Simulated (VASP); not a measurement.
# Mg2GeN3 (P-3m1) in VASP: a series of runs

Runs on Mg2GeN3. Level: PBE. Tasks: relaxation of shape and atoms at fixed volume, relaxation of cell and atoms.

Everything below comes from runs of VASP 6.6.1. Logs are shortened: lines on timing, memory, paths and dates and some standing lists are left out, and cuts for length are marked.

## 1. The cell of the first run

The structure is trigonal, space group P-3m1 (No. 164). The conventional cell has a = 2.943 Å, b = 2.943 Å, c = 7.563 Å, α = 90.00°, β = 90.00°, γ = 120.00°. Mg (site symmetry 3m) has 6 N at 2.12 to 2.21 Å within 2.8 Å. Ge (site symmetry -3m) has 6 N at 2.02 Å within 2.7 Å. Within 2.8 Å of N (site symmetry 3m) lie 3 Ge at 2.02 Å and 3 Mg at 2.21 Å and 3 N at 2.77 Å. Within 2.8 Å of N (site symmetry -3m) lie 6 Mg at 2.12 Å.

## 2. Relaxation of shape and atoms at fixed volume, PBE (9.46 Å³/atom)

The input, INCAR:

```
ALGO = Normal
EDIFF = 1E-7
EDIFFG = -0.01
ENCUT = 600
GGA = PE
IBRION = 2
ISIF = 4
ISMEAR = 0
LASPH = True
LCHARG = False
LREAL = False
LWAVE = False
NELM = 80
NSW = 50
PREC = Accurate
SIGMA = 0.1
```

The input, KPOINTS:

```
k-points
0
Gamma
  12 12 4
```

The input, POSCAR:

```
Mg2GeN3
1.0
    2.9433933367      0.0000000000      0.0000000000
   -1.4716966684      2.5490534029      0.0000000000
    0.0000000000      0.0000000000      7.5631692999
Mg Ge N
2 1 3
Direct
    0.3333333333      0.6666666667      0.6680163544
    0.6666666667      0.3333333333      0.3319836456
    0.0000000000      0.0000000000      0.0000000000
    0.3333333333      0.6666666667      0.1448399596
    0.6666666667      0.3333333333      0.8551600404
    0.0000000000      0.0000000000      0.5000000000
```

Potentials or basis: VASP PAW PBE potentials, release 64 (Mg, Ge_d, N).

Command:

```
cat potpaw_PBE.64/Mg/POTCAR potpaw_PBE.64/Ge_d/POTCAR potpaw_PBE.64/N/POTCAR > POTCAR
mpirun -np 1 vasp_std > vasp.out
```

OUTCAR:

```text
EDIFF = 1E-7
   EDIFFG = -0.01
   ENCUT = 600
   GGA = PE
   IBRION = 2
   ISIF = 4
   ISMEAR = 0
   LASPH = True
   LREAL = False
   NELM = 80
   NSW = 50
   PREC = Accurate

 ion  position               nearest neighbor table
   1  0.333  0.667  0.668-   6 2.12   6 2.12   6 2.12   5 2.21   5 2.21   5 2.21   3 3.03   3 3.03
                             3 3.03   2 3.06   2 3.06   2 3.06
   2  0.667  0.333  0.332-   6 2.12   6 2.12   6 2.12   4 2.21   4 2.21   4 2.21   3 3.03   3 3.03
                             3 3.03   1 3.06   1 3.06   1 3.06
   3  0.000  0.000  0.000-   4 2.02   5 2.02   5 2.02   4 2.02   5 2.02   4 2.02   1 3.03   2 3.03
                             1 3.03   2 3.03   2 3.03   1 3.03
   4  0.333  0.667  0.145-   3 2.02   3 2.02   3 2.02   2 2.21   2 2.21   2 2.21
   5  0.667  0.333  0.855-   3 2.02   3 2.02   3 2.02   1 2.21   1 2.21   1 2.21
   6  0.000  0.000  0.500-   1 2.12   2 2.12   2 2.12   1 2.12   2 2.12   1 2.12

  LATTYP: Found a hexagonal cell.
 ALAT       =     2.9433933367
 C/A-ratio  =     2.5695408105

  Lattice vectors:

 A1 = (   2.9433933367,   0.0000000000,   0.0000000000)
 A2 = (  -1.4716966684,   2.5490534029,   0.0000000000)
 A3 = (   0.0000000000,   0.0000000000,   7.5631692999)

Analysis of symmetry for initial positions (statically):
=====================================================================
 Subroutine PRICEL returns:
 Original cell was already a primitive cell.

 Routine SETGRP: Setting up the symmetry group for a
 hexagonal supercell.

 Subroutine GETGRP returns: Found 12 space group operations
 (whereof 12 operations were pure point group operations)
 out of a pool of 24 trial point group operations.

The static configuration has the point symmetry D_3d.

Analysis of symmetry for dynamics (positions and initial velocities):
=====================================================================
 Subroutine PRICEL returns:
 Original cell was already a primitive cell.

 Routine SETGRP: Setting up the symmetry group for a
 hexagonal supercell.

 Subroutine GETGRP returns: Found 12 space group operations
 (whereof 12 operations were pure point group operations)
 out of a pool of 24 trial point group operations.

The dynamic configuration has the point symmetry D_3d.

 Subroutine INISYM returns: Found 12 space group operations
 (whereof 12 operations are pure point group operations),
 and found     1 'primitive' translations

----------------------------------------------------------------------------------------

                                     Primitive cell

  volume of cell :      56.7455

  direct lattice vectors                    reciprocal lattice vectors
     2.943393337  0.000000000  0.000000000     0.339743923  0.196151246  0.000000000
    -1.471696668  2.549053403  0.000000000     0.000000000  0.392302491  0.000000000
     0.000000000  0.000000000  7.563169300     0.000000000  0.000000000  0.132219703

  length of vectors
     2.943393337  2.943393337  7.563169300     0.392302491  0.392302491  0.132219703

  position of ions in fractional coordinates (direct lattice)
     0.333333333  0.666666667  0.668016354
     0.666666667  0.333333333  0.331983646
     0.000000000  0.000000000  0.000000000
     0.333333333  0.666666667  0.144839960
     0.666666667  0.333333333  0.855160040
     0.000000000  0.000000000  0.500000000

  ion indices of the primitive-cell ions
   primitive index   ion index
                 1           1
                 2           2
                 3           3
                 4           4
                 5           5
                 6           6

----------------------------------------------------------------------------------------

 KPOINTS: k-points

Automatic generation of k-mesh.
 Grid dimensions read from file:
 generate k-points for:   12   12    4

 Generating k-lattice:

  Cartesian coordinates                     Fractional coordinates (reciprocal lattice)
     0.028311994  0.016345937  0.000000000     0.083333333 -0.000000000  0.000000000
     0.000000000  0.032691874  0.000000000     0.000000000  0.083333333  0.000000000
     0.000000000  0.000000000  0.033054926     0.000000000  0.000000000  0.250000000

  Length of vectors
     0.032691874  0.032691874  0.033054926

  Shift w.r.t. Gamma in fractional coordinates (k-lattice)
     0.000000000  0.000000000  0.000000000

 Subroutine IBZKPT returns following result:
 ===========================================

 Found     69 irreducible k-points:

 Following reciprocal coordinates:
            Coordinates               Weight
  0.000000  0.000000  0.000000      1.000000
  0.083333  0.000000  0.000000      6.000000
  0.166667  0.000000  0.000000      6.000000
  0.250000  0.000000  0.000000      6.000000
  0.333333 -0.000000  0.000000      6.000000
  0.416667 -0.000000  0.000000      6.000000
[... 16 lines left out ...]
  0.166667  0.000000  0.250000      6.000000
  0.000000  0.166667  0.250000      6.000000
 [... further k-points ...]
   k-points           NKPTS =     69   k-points in BZ     NKDIM =     69   number of bands    NBANDS=     20
   number of dos      NEDOS =    301   number of ions     NIONS =      6
   total plane-waves  NPLWV =  34560
   dimension x,y,z NGX =    24 NGY =   24 NGZ =   60
   dimension x,y,z NGXF=    48 NGYF=   48 NGZF=  120
   ions per type =               2   1   3
   NGX,Y,Z   is equivalent  to a cutoff of  13.56, 13.56, 13.19 a.u.
   NGXF,Y,Z  is equivalent  to a cutoff of  27.11, 27.11, 26.38 a.u.
 SYSTEM =  unknown system
   PREC   = accura    normal or accurate (medium, high low for compatibility)
   ISTART =      0    job   : 0-new  1-cont  2-samecut
   ICHARG =      2    charge: 1-file 2-atom 10-const
   ISPIN  =      1    spin polarized calculation?
   LNONCOLLINEAR =      F non collinear calculations
   LSORBIT =      F    spin-orbit coupling
   LASPH  =      T    aspherical Exc in radial PAW
   ENCUT  =  600.0 eV  44.10 Ry    6.64 a.u.   5.88  5.88 15.11*2*pi/ulx,y,z
   NELM   =     80;   NELMIN=  2; NELMDL= -5     # of ELM steps
   EDIFF  = 0.1E-06   stopping-criterion for ELM
   LREAL  =      F    real-space projection
   EDIFFG = -.1E-01   stopping-criterion for IOM
   NSW    =     50    number of steps for IOM
   IBRION =      2    ionic relax: 0-MD 1-quasi-New 2-CG
   NFREE  =      1    steps in history (QN), initial steepest desc. (CG)
   ISIF   =      4    stress and relaxation
   ISYM   =      2    0-nonsym 1-usesym 2-fastsym
   POTIM  = 0.5000    time-step for ionic-motion
   TEBEG  =    0.0;   TEEND  =   0.0 temperature during run
   PSTRESS=    0.0 pullay stress
   NELECT =      33.0000    total number of electrons
   NUPDOWN=      -1.0000    fix difference up-down
   EMIN   =  10.00;   EMAX   =-10.00  energy-range for DOS
   EFERMI =   0.00;   METHOD = LEGACY
   ISMEAR =     0;   SIGMA  =   0.10  broadening in eV -4-tet -1-fermi 0-gaus
   EFERMI_NEDOS =   21; number of points for ismear=-14 and -15
   IALGO  =     38    algorithm
   IMIX   =      4    mixing-type and parameters
     AMIX     =   0.40;   BMIX     =  1.00
     AMIX_MAG =   1.60;   BMIX_MAG =  1.00
  volume/ion in A,a.u.               =       9.46        63.82
  Fermi-wavevector in a.u.,A,eV,Ry     =   1.366477  2.582268 25.405622  1.867261
  Thomas-Fermi vector in A             =   2.492615
   LORBIT       =      0    0 simple, 1 ext, 2 COOP (PROOUT), +10 PAW based schemes
   GGA     = PE    functional components
   LHFCALC =     F    Hartree Fock is set to
   AEXX    =    0.0000 exact exchange contribution
   IVDW    =     0    specifies the selected vdW correction
   LEPSILON=     F    determine dielectric tensor
   LRPA    =     F    only Hartree local field effects (RPA)
 conjugate gradient relaxation of ions
 non-spin polarized calculation
 Gauss-broadening in eV      SIGMA  =   0.10
  energy-cutoff  :      600.00
  volume of cell :       56.75
 maximum number of plane-waves:      1914
   NGX = 11   NGY = 11   NGZ = 31

--------------------------------------- Ionic step        1  -------------------------------------------

 number of electron      32.9999991 magnetization

 Free energy of the ion-electron system (eV)
  ---------------------------------------------------
  ext. energy  EPLUGINS =         0.00000000
  ---------------------------------------------------
  free energy    TOTEN  =       -33.98330614 eV

  energy without entropy =      -33.96601678  energy(sigma->0) =      -33.97466146

------------------------ aborting loop because EDIFF is reached ----------------------------------------

  FORCE on cell =-STRESS in cart. coord.  units (eV):
  Direction    XX          YY          ZZ          XY          YZ          ZX
  --------------------------------------------------------------------------------------
  -------------------------------------------------------------------------------------
  Total        3.9496761      3.9496761      3.9201987     -0.0000000      0.0000000      0.0000000
  in kB      111.5169809    111.5169809    110.6847017     -0.0000000      0.0000000      0.0000000
  external PRESSURE =     111.2395545 kB  Pullay stress =       0.0000000 kB
[... 65 lines left out ...]
  energy  without entropy=      -33.9685069114  energy(sigma->0) =      -33.97698805

--------------------------------------- Ionic step        3  -------------------------------------------

 number of electron      32.9999991 magnetization

 Free energy of the ion-electron system (eV)
  ---------------------------------------------------
  ext. energy  EPLUGINS =         0.00000000
  ---------------------------------------------------
  free energy    TOTEN  =       -33.98548167 eV

  energy without entropy =      -33.96849128  energy(sigma->0) =      -33.97698647

 E-fermi :   5.8823     XC(G=0): -11.8715

 val. band max:        5.8764020439   @ k =   0.0833   0.0833   0.2500
 cond. band min:       5.8846047071   @ k =   0.1667   0.0833   0.0000
 fundamental gap:      0.0082026632
 Fermi energy:         5.8822620537

 k-point     1 :       0.0000    0.0000    0.0000
  band No.  band energies     occupation
      1     -18.0007      2.00000
      2     -18.0007      2.00000
      3     -17.9908      2.00000
      4     -17.9147      2.00000
      5     -17.9147      2.00000
      6     -11.5112      2.00000
[... 12 lines left out ...]
     19      11.4931      0.00000
[... 513 lines left out ...]
      4     -17.9357      2.00000
      5     -17.9160      2.00000
      6     -11.0012      2.00000
[... 12 lines left out ...]
     19      12.7880      0.00000
     20      13.8255      0.00000

 [... further k-points ...]

------------------------ aborting loop because EDIFF is reached ----------------------------------------

  FORCE on cell =-STRESS in cart. coord.  units (eV):
  Direction    XX          YY          ZZ          XY          YZ          ZX
  --------------------------------------------------------------------------------------
  -------------------------------------------------------------------------------------
  Total        3.8496835      3.8496835      3.7710577     -0.0000000      0.0000000     -0.0000000
  in kB      108.6937444    108.6937444    106.4737861     -0.0000000      0.0000000     -0.0000000
  external PRESSURE =     107.9537583 kB  Pullay stress =       0.0000000 kB
[... 21 lines left out ...]
  FREE ENERGIE OF THE ION-ELECTRON SYSTEM (eV)
  ---------------------------------------------------
  free  energy   TOTEN  =       -33.9854816654 eV

  energy  without entropy=      -33.9684912775  energy(sigma->0) =      -33.97698647

 reached required accuracy - stopping structural energy minimisation
```

Run time: 76 s. Hardware: 1 thread of Intel Xeon 6975P-C (Granite Rapids), shared host; peak memory 0.26 GiB.

What came out:

* Free energy: -33.9855 eV
* Energy gained by relaxing: 0.4 meV/atom
* Ionic steps: 3
* Pressure after relaxing: 10.8 GPa
* Largest force after relaxing: 0.008 eV/Å
* Band gap on the k mesh: zero (an odd number of electrons rules out a gap without spin polarisation)

Forces in eV/Å, atoms in the order of the input:
```
Mg   0.000  0.000  0.008
Mg   0.000  0.000 -0.008
Ge   0.000  0.000  0.000
N    0.000  0.000 -0.002
N    0.000  0.000  0.002
N    0.000  0.000  0.000
```

Stress tensor (GPa, compression positive):
```
10.87  0.00  0.00
 0.00 10.87  0.00
 0.00  0.00 10.65
```

The path:
```
step  energy change (eV)  largest force (eV/Å)  pressure (GPa)  volume (Å³)
   1              0.0000                0.2129           11.12        56.75
   2             -0.0022                0.0196           10.75        56.75
   3             -0.0022                0.0083           10.80        56.75
```

Final structure:
```
Mg Ge N
1.0
     2.94361    0.00000    0.00000
    -1.47180    2.54924    0.00000
     0.00000    0.00000    7.56206
Mg Ge N
2 1 3
Direct
  0.33333 0.66667 0.66835
  0.66667 0.33333 0.33165
  0.00000 0.00000 0.00000
  0.33333 0.66667 0.14610
  0.66667 0.33333 0.85390
  0.00000 0.00000 0.50000
```

Levels at points of the mesh, in eV from the Fermi level:
```tsv
k point	band 13	band 14	band 15	band 16	band 17	band 18	band 19	band 20
(0.00, 0.00, 0.00)	-0.23	-0.23	0.16	0.83	0.83	3.91	5.61	7.91
(0.50, 0.00, 0.00)	-2.28	-1.39	-1.36	-0.46	-0.18	3.18	6.90	7.16
(0.00, 0.00, 0.50)	-0.34	-0.26	-0.26	0.83	0.83	4.61	5.57	7.63
(0.50, 0.00, 0.50)	-2.86	-2.17	-0.57	-0.36	-0.07	3.45	6.20	8.20
```

## 3. Relaxation of shape and atoms at fixed volume, PBE (9.76 Å³/atom)

This run uses another cell than the first one, of 9.76 Å³/atom.

The input, INCAR:

```
SYSTEM = Mg2GeN3
ALGO = Normal
EDIFF = 1E-7
EDIFFG = -0.01
ENCUT = 600
GGA = PE
IBRION = 2
ISIF = 4
ISMEAR = 0
LASPH = .True.
LCHARG = .False.
LREAL = .False.
LWAVE = .False.
NELM = 100
NSW = 50
PREC = Accurate
SIGMA = 0.1
```

The input, KPOINTS:

```
k-points
0
Gamma
  12 12 4
  0 0 0
```

The input, POSCAR:

```
Mg2GeN3
1.0
    2.9728925139      0.0000000000      0.0000000000
   -1.4864462570      2.5746004398      0.0000000000
    0.0000000000      0.0000000000      7.6504308264
Mg Ge N
2 1 3
Direct
    0.3333333333      0.6666666667      0.6674184204
    0.6666666667      0.3333333333      0.3325815796
    0.0000000000      0.0000000000      0.0000000000
    0.3333333333      0.6666666667      0.1438157199
    0.6666666667      0.3333333333      0.8561842801
    0.0000000000      0.0000000000      0.5000000000
```

Potentials or basis: VASP PAW PBE potentials, release 64 (Mg, Ge_d, N).

Command:

```
cat potpaw_PBE.64/Mg/POTCAR potpaw_PBE.64/Ge_d/POTCAR potpaw_PBE.64/N/POTCAR > POTCAR
mpirun -np 1 vasp_std > vasp.out
```

Wall time 90 s (1 thread of Intel Xeon 6975P-C (Granite Rapids), shared host); peak memory 0.26 GiB.

It converged, with:

```
Free energy                  : -34.0747 eV
Energy gained by relaxing    : 0.4 meV/atom
Ionic steps                  : 4
Pressure after relaxing      : 4.7 GPa
Largest force after relaxing : 0.006 eV/Å
Band gap on the k mesh       : zero (an odd number of electrons rules out a gap without spin polarisation)
```

Forces in eV/Å, atoms in the order of the input:
```
Mg   0.000  0.000  0.006
Mg   0.000  0.000 -0.006
Ge   0.000  0.000  0.000
N    0.000  0.000 -0.002
N    0.000  0.000  0.002
N    0.000  0.000  0.000
```

Stress tensor (GPa, compression positive):
```
4.72 0.00 0.00
0.00 4.72 0.00
0.00 0.00 4.64
```

Step by step:
```tsv
step	energy change (eV)	largest force (eV/Å)	pressure (GPa)	volume (Å³)
1	0.0000	0.2022	5.02	58.56
2	-0.0022	0.0172	4.68	58.56
3	-0.0022	0.0153	4.70	58.56
4	-0.0023	0.0064	4.69	58.56
```

Final structure:
```cif
data_structure
_symmetry_space_group_name_H-M 'P 1'
_symmetry_Int_Tables_number 1
_cell_length_a 2.9743
_cell_length_b 2.9743
_cell_length_c 7.6431
_cell_angle_alpha 90.000
_cell_angle_beta 90.000
_cell_angle_gamma 120.000
_cell_volume 58.56
loop_
_atom_site_label
_atom_site_type_symbol
_atom_site_fract_x
_atom_site_fract_y
_atom_site_fract_z
_atom_site_occupancy
Mg1 Mg 0.33333 0.66667 0.66793 1
Mg2 Mg 0.66667 0.33333 0.33207 1
Ge1 Ge 0.00000 0.00000 0.00000 1
N1 N 0.33333 0.66667 0.14511 1
N2 N 0.66667 0.33333 0.85489 1
N3 N 0.00000 0.00000 0.50000 1
```

Levels at points of the mesh, in eV from the Fermi level:
| k point | band 15 | band 16 | band 17 | band 18 | band 19 | band 20 |
| --- | --- | --- | --- | --- | --- | --- |
| (0.00, 0.00, 0.00) | 0.15 | 0.79 | 0.79 | 3.55 | 5.42 | 7.55 |
| (0.50, 0.00, 0.00) | -1.30 | -0.43 | -0.18 | 3.00 | 6.73 | 7.12 |
| (0.00, 0.00, 0.50) | -0.26 | 0.79 | 0.79 | 4.28 | 5.37 | 7.26 |
| (0.50, 0.00, 0.50) | -0.55 | -0.34 | -0.07 | 3.26 | 6.02 | 8.05 |

(Part 1 of 2 ends here.)
